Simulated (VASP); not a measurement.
# TiAl (P4/mmm) in VASP: further runs

Runs on TiAl. Level: PBEsol. Tasks: single point.

All numbers are computed with VASP 6.6.1; they aren't measurements. Logs are shortened: lines on timing, memory, paths and dates and some standing lists are left out, and cuts for length are marked.

## (1) The cell of the first run

It takes space group P4/mmm (No. 123, tetragonal). The conventional cell has a = 3.060 Å, b = 3.060 Å, c = 3.358 Å, α = 90.00°, β = 90.00°, γ = 90.00°. Within 3.6 Å of Ti (site symmetry 4/mmm) lie 8 Al at 2.74 Å and 6 Ti at 3.06 to 3.36 Å. Within 3.6 Å of Al (site symmetry 4/mmm) lie 8 Ti at 2.74 Å and 6 Al at 3.06 to 3.36 Å.

## (2) Single point, PBEsol (volume 15.723 Å^3 an atom, c/a of the conventional cell 1.0971)

INCAR reads:

```
  ALGO = Fast
  EDIFF = 1E-6
  ENCUT = 520
  GGA = PS
  ISIF = 2
  ISMEAR = 0
  LASPH = True
  LCHARG = False
  LREAL = False
  LWAVE = False
  NBANDS = 14
  NELM = 100
  PREC = Accurate
  SIGMA = 0.15
```

KPOINTS reads:

```
k-points
0
Gamma
  16 16 16
```

POSCAR reads:

```
TiAl
1.0
    3.0603656638      0.0000000000      0.0000000000
    0.0000000000      3.0603656638      0.0000000000
    0.0000000000      0.0000000000      3.3575271698
Ti Al
1 1
Direct
    0.0000000000      0.0000000000      0.0000000000
    0.5000000000      0.5000000000      0.5000000000
```

Potentials or basis: VASP PAW PBE potentials, release 64 (Ti_sv, Al).

The run is started by

```console
$ cat potpaw_PBE.64/Ti_sv/POTCAR potpaw_PBE.64/Al/POTCAR > POTCAR
$ mpirun -np 1 vasp_std > vasp.out
```

OUTCAR:

```text
EDIFF = 1E-6
   ENCUT = 520
   GGA = PS
   ISIF = 2
   ISMEAR = 0
   LASPH = True
   LREAL = False
   NELM = 100
   PREC = Accurate

 ion  position               nearest neighbor table
   1  0.000  0.000  0.000-   2 2.74   2 2.74   2 2.74   2 2.74   2 2.74   2 2.74   2 2.74   2 2.74

   2  0.500  0.500  0.500-   1 2.74   1 2.74   1 2.74   1 2.74   1 2.74   1 2.74   1 2.74   1 2.74

  LATTYP: Found a simple tetragonal cell.
 ALAT       =     3.0603656638
 C/A-ratio  =     1.0971000000

  Lattice vectors:

 A1 = (   3.0603656638,   0.0000000000,   0.0000000000)
 A2 = (   0.0000000000,   3.0603656638,   0.0000000000)
 A3 = (   0.0000000000,   0.0000000000,   3.3575271698)

Analysis of symmetry for initial positions (statically):
=====================================================================
 Subroutine PRICEL returns:
 Original cell was already a primitive cell.

 Routine SETGRP: Setting up the symmetry group for a
 simple tetragonal supercell.

 Subroutine GETGRP returns: Found 16 space group operations
 (whereof 16 operations were pure point group operations)
 out of a pool of 16 trial point group operations.

The static configuration has the point symmetry D_4h.

Analysis of symmetry for dynamics (positions and initial velocities):
=====================================================================
 Subroutine PRICEL returns:
 Original cell was already a primitive cell.

 Routine SETGRP: Setting up the symmetry group for a
 simple tetragonal supercell.

 Subroutine GETGRP returns: Found 16 space group operations
 (whereof 16 operations were pure point group operations)
 out of a pool of 16 trial point group operations.

The dynamic configuration has the point symmetry D_4h.

 Subroutine INISYM returns: Found 16 space group operations
 (whereof 16 operations are pure point group operations),
 and found     1 'primitive' translations

----------------------------------------------------------------------------------------

                                     Primitive cell

  volume of cell :      31.4461

  direct lattice vectors                    reciprocal lattice vectors
     3.060365664  0.000000000  0.000000000     0.326758339  0.000000000  0.000000000
     0.000000000  3.060365664  0.000000000     0.000000000  0.326758339  0.000000000
     0.000000000  0.000000000  3.357527170     0.000000000  0.000000000  0.297838245

  length of vectors
     3.060365664  3.060365664  3.357527170     0.326758339  0.326758339  0.297838245

[... 79 lines left out ...]
   NELM   =    100;   NELMIN=  2; NELMDL= -5     # of ELM steps
   EDIFF  = 0.1E-05   stopping-criterion for ELM
   LREAL  =      F    real-space projection
[... 7 lines left out ...]
   TEBEG  =    0.0;   TEEND  =   0.0 temperature during run
   PSTRESS=    0.0 pullay stress
   NELECT =      15.0000    total number of electrons
   NUPDOWN=      -1.0000    fix difference up-down
   EMIN   =  10.00;   EMAX   =-10.00  energy-range for DOS
   EFERMI =   0.00;   METHOD = LEGACY
   ISMEAR =     0;   SIGMA  =   0.15  broadening in eV -4-tet -1-fermi 0-gaus
   EFERMI_NEDOS =   21; number of points for ismear=-14 and -15
   IALGO  =     68    algorithm
   IMIX   =      4    mixing-type and parameters
     AMIX     =   0.40;   BMIX     =  1.00
     AMIX_MAG =   1.60;   BMIX_MAG =  1.00
  volume/ion in A,a.u.               =      15.72       106.10
  Fermi-wavevector in a.u.,A,eV,Ry     =   1.279135  2.417215 22.261681  1.636187
  Thomas-Fermi vector in A             =   2.411638
   LORBIT       =      0    0 simple, 1 ext, 2 COOP (PROOUT), +10 PAW based schemes
   GGA     = PS    functional components
   LHFCALC =     F    Hartree Fock is set to
   AEXX    =    0.0000 exact exchange contribution
   IVDW    =     0    specifies the selected vdW correction
   LEPSILON=     F    determine dielectric tensor
   LRPA    =     F    only Hartree local field effects (RPA)
 non-spin polarized calculation
 RMM-DIIS sequential band-by-band and
 Gauss-broadening in eV      SIGMA  =   0.15
  energy-cutoff  :      520.00
  volume of cell :       31.45
 maximum number of plane-waves:       860
 NGX is ok and might be reduce to    24
   NGX = 11   NGY = 11   NGZ = 13

 number of electron      15.0000006 magnetization

 Free energy of the ion-electron system (eV)
  ---------------------------------------------------
  ext. energy  EPLUGINS =         0.00000000
  ---------------------------------------------------
  free energy    TOTEN  =       -13.02324344 eV

  energy without entropy =      -12.99417986  energy(sigma->0) =      -13.00871165

 E-fermi :   8.8341     XC(G=0): -11.2811

 val. band max:        8.8315099727   @ k =   0.2500   0.0000   0.2500
 cond. band min:       8.8380215341   @ k =   0.3125   0.1250   0.3125
 fundamental gap:      0.0065115615
 Fermi energy:         8.8340631550

 k-point     1 :       0.0000    0.0000    0.0000
  band No.  band energies     occupation
      1     -47.7096      2.00000
      2     -24.0867      2.00000
      3     -23.9612      2.00000
      4     -23.9612      2.00000
      5      -0.4569      2.00000
      6       7.2688      2.00000
      7       7.5320      2.00000
      8      10.6327      0.00000
      9      10.6327      0.00000
     10      11.0669      0.00000
     11      11.8322      0.00000
     12      14.3047      0.00000
     13      14.3047      0.00000
     14      17.8224      0.00000
[... 377 lines left out ...]
      1     -47.6821      2.00000
      2     -24.2024      2.00000
      3     -24.0583      2.00000
      4     -23.9740      2.00000
      5       3.2854      2.00000
      6       3.9971      2.00000
      7       8.4565      1.99963
      8       8.5257      1.99635
      9       9.0525      0.03947
     10      10.5532      0.00000
     11      12.3189      0.00000
     12      15.5222      0.00000
     13      17.5658      0.00000
     14      17.6141      0.00000

 [... further k-points ...]
[... 5 lines left out ...]
  --------------------------------------------------------------------------------------
  -------------------------------------------------------------------------------------
  Total       -0.4238357     -0.4238357      0.9429331      0.0000000     -0.0000000      0.0000000
  in kB      -21.5944400    -21.5944400     48.0424648      0.0000000     -0.0000000      0.0000000
  external PRESSURE =       1.6178616 kB  Pullay stress =       0.0000000 kB

 VOLUME and BASIS-vectors are now :
 -----------------------------------------------------------------------------
  energy-cutoff  :      520.00
  volume of cell :       31.45
      direct lattice vectors                 reciprocal lattice vectors
     3.060365664  0.000000000  0.000000000     0.326758339  0.000000000  0.000000000
     0.000000000  3.060365664  0.000000000     0.000000000  0.326758339  0.000000000
     0.000000000  0.000000000  3.357527170     0.000000000  0.000000000  0.297838245

 POSITION                                       TOTAL-FORCE (eV/Angst)
 -----------------------------------------------------------------------------------
      0.00000      0.00000      0.00000         0.000000      0.000000      0.000000
      1.53018      1.53018      1.67876         0.000000      0.000000      0.000000
 -----------------------------------------------------------------------------------
    total drift:                               -0.000000      0.000000      0.000000

  FREE ENERGIE OF THE ION-ELECTRON SYSTEM (eV)
  ---------------------------------------------------
  free  energy   TOTEN  =       -13.0232434356 eV

  energy  without entropy=      -12.9941798568  energy(sigma->0) =      -13.00871165
```

stdout:

```text
POSCAR found type information on POSCAR TiAl
 POSCAR found :  2 types and       2 ions
 scaLAPACK will be used
 -----------------------------------------------------------------------------
|                                                                             |
|                                                                             |
|     You enforced a specific xc type in the INCAR file but a different       |
|     I HOPE YOU KNOW WHAT YOU ARE DOING!                                     |
|                                                                             |
 -----------------------------------------------------------------------------

 LDA part: xc-table for (Slater+PW92), standard interpolation
 POSCAR, INCAR and KPOINTS ok, starting setup
 FFT: planning ... GRIDC
 FFT: planning ... GRID_SOFT
 FFT: planning ... GRID
 WAVECAR not read
 entering main loop
WARNING in EDDRMM: call to ZHEGV failed, returncode =   8  4      3
WARNING in EDDRMM: call to ZHEGV failed, returncode =   8  4      4
WARNING in EDDRMM: call to ZHEGV failed, returncode =   6  3      6
WARNING in EDDRMM: call to ZHEGV failed, returncode =   8  4     14
WARNING in EDDRMM: call to ZHEGV failed, returncode =   6  3      8
WARNING in EDDRMM: call to ZHEGV failed, returncode =   8  4     12
WARNING in EDDRMM: call to ZHEGV failed, returncode =   6  3     11
```

Wall time 2.6 min (1 thread of Intel Xeon Platinum 8488C (Sapphire Rapids), shared host); peak memory 0.29 GiB.

What came out:

```
Free energy : -13.0232 eV
Pressure    : 0.2 GPa
```

Caveat: the PAW data sets were made with another functional, which shifts forces and pressure a little.

## (3) Single point, PBEsol (volume 16.352 Å^3 an atom, c/a of the conventional cell 0.8307)

INCAR reads:

```
PREC = Accurate
ENCUT = 520
EDIFF = 1E-7
ISMEAR = 0
SIGMA = 0.15
LREAL = False
LASPH = True
NELM = 60
ALGO = Fast
ISIF = 2
LWAVE = False
LCHARG = True
GGA = PS
LELF = True
LVHAR = True
NBANDS = 14
```

KPOINTS reads:

```
Automatic mesh
0
Gamma
  16 16 16
```

POSCAR reads:

```
TiAl
1.0
    3.4018792003      0.0000000000      0.0000000000
    0.0000000000      3.4018792003      0.0000000000
    0.0000000000      0.0000000000      2.8259410517
Ti Al
1 1
Direct
    0.0000000000      0.0000000000      0.0000000000
    0.5000000000      0.5000000000      0.5000000000
```

Potentials or basis: VASP PAW PBE potentials, release 64 (Ti_sv, Al).

The run is started by

```console
$ cat potpaw_PBE.64/Ti_sv/POTCAR potpaw_PBE.64/Al/POTCAR > POTCAR
$ mpirun -np 1 vasp_std > vasp.out
```

Wall time 4.8 min (1 thread of Intel Xeon Platinum 8488C (Sapphire Rapids), shared host); peak memory 0.31 GiB.

It converged, with:

```
Free energy : -12.9869 eV
Pressure    : -3.1 GPa
```

Stress tensor (GPa, compression positive):
```
-3.60  0.00  0.00
 0.00 -3.60  0.00
 0.00  0.00 -2.18
```

Levels at points of the mesh, in eV from the Fermi level:
```tsv
k point	band 5	band 6	band 7	band 8	band 9	band 10
(0.00, 0.00, 0.00)	-9.10	-1.52	-1.22	1.25	2.36	2.36
(0.50, 0.00, 0.00)	-6.46	-5.17	-0.69	-0.52	1.62	2.37
(0.50, 0.50, 0.00)	-5.64	-2.56	-2.56	-1.65	1.83	1.83
(0.00, 0.00, 0.50)	-4.66	-4.57	-0.34	-0.34	-0.04	1.75
(0.50, 0.00, 0.50)	-4.33	-2.11	-1.08	-0.99	0.13	0.63
(0.50, 0.50, 0.50)	-2.87	-2.82	-2.82	0.90	2.50	2.86
```

Caveat: the PAW data sets were made with another functional, which shifts forces and pressure a little.
